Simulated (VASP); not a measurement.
# NaI: single point with PBE

The system is NaI.

```
Na I
1.0
     0.04855    3.26067    3.26067
     3.26067    0.04855    3.26067
     3.26067    3.26067    0.04855
Na I
1 1
Direct
  0.00000 0.00000 0.00000
  0.50000 0.50000 0.50000
```

This cell differs from its parent crystal: equal xy, yz and zx shear strains of +1.5 %.

* Program: VASP 6.6.1
* Task: single point
* Functional: PBE
* Potentials or basis: VASP PAW PBE potentials, release 64 (Na_pv, I)
* Cutoff: 520 eV
* k mesh: 8 × 8 × 8
* Occupations: fermi-dirac, width 0.02 eV
* Spin: no spin polarisation
* Dipole correction: no
* Further INCAR settings: ALGO = Normal; EDIFF = 1e-07; NBANDS = 14

| Quantity | Value |
| --- | --- |
| Pressure | 0.4 GPa |
| Band gap on the k mesh | 3.60 eV, direct |

Stress tensor (GPa, compression positive):
```
 0.43 -0.11 -0.11
-0.11  0.43 -0.11
-0.11 -0.11  0.43
```

Levels at points of the mesh, in eV from the valence-band top:
```tsv
k point	band 5	band 6	band 7	band 8	band 9	band 10
(0.00, 0.00, 0.00)	-0.10	0.00	0.00	3.60	7.73	7.98
(0.50, 0.00, 0.00)	-2.21	-0.36	-0.31	5.04	7.30	7.45
(0.50, 0.50, 0.00)	-1.94	-0.82	-0.73	4.46	5.52	9.82
(0.50, 0.50, 0.50)	-2.23	-0.26	-0.26	5.12	7.52	7.52
```

Run time: 37 s on 1 thread of AMD EPYC 9R14 (Zen 4), on a shared host, peak memory 0.2 GiB.

Caveat: the cell differs from its parent crystal (equal xy, yz and zx shear strains of +1.5 %); spin-orbit coupling is left out, which moves the levels of the heavy elements.
